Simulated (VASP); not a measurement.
Wanted: the native input for a VASP 6.6.1 run.

```yaml
Task: single point
Functional: PBEsol
Potentials_or_basis: VASP PAW PBE potentials, release 64 (Tl_d, Br)
Cutoff: 500 eV
k_mesh: 6 × 6 × 6
Occupations: gaussian, width 0.01 eV
Spin: no spin polarisation
Dipole_correction: no
Further_INCAR_settings: ALGO = Normal; EDIFF = 1e-06; NBANDS = 17
```

The structure of TlBr lies in POSCAR:

```
TlBr
1.0
    3.9949064284      0.0000000000      0.0000000000
    0.0000000000      3.9949064284      0.0000000000
    0.0000000000      0.0000000000      3.9949064284
Tl Br
1 1
Direct
    0.0000000000      0.0000000000      0.0000000000
    0.5000000000      0.5000000000      0.5000000000
```

One way to write it, as run:

INCAR

```
SYSTEM = TlBr
  PREC = Accurate
  ENCUT = 500
  EDIFF = 1E-6
  ISMEAR = 0
  SIGMA = 0.01
  LREAL = .FALSE.
  LASPH = .TRUE.
  NELM = 120
  ALGO = Normal
  ISIF = 2
  LWAVE = .FALSE.
  LCHARG = .FALSE.
  GGA = PS
  NBANDS = 17
  GGA_COMPAT = .FALSE.
```

KPOINTS

```
Automatic mesh
0
G
  6 6 6
  0 0 0
```

Potentials or basis: VASP PAW PBE potentials, release 64 (Tl_d, Br).

Run with:

```console
$ cat potpaw_PBE.64/Tl_d/POTCAR potpaw_PBE.64/Br/POTCAR > POTCAR
$ mpirun -np 1 vasp_std > vasp.out
```

Results of the run:

```
Pressure               : -1.4 GPa
Band gap on the k mesh : 1.76 eV, direct
```

Caveat: the PAW data sets were made with another functional, which shifts forces and pressure a little; spin-orbit coupling is left out, which moves the levels of the heavy elements.

Run time: 36 s on 1 thread of Intel Xeon 8259CL (shared host), peak memory 0.18 GiB.
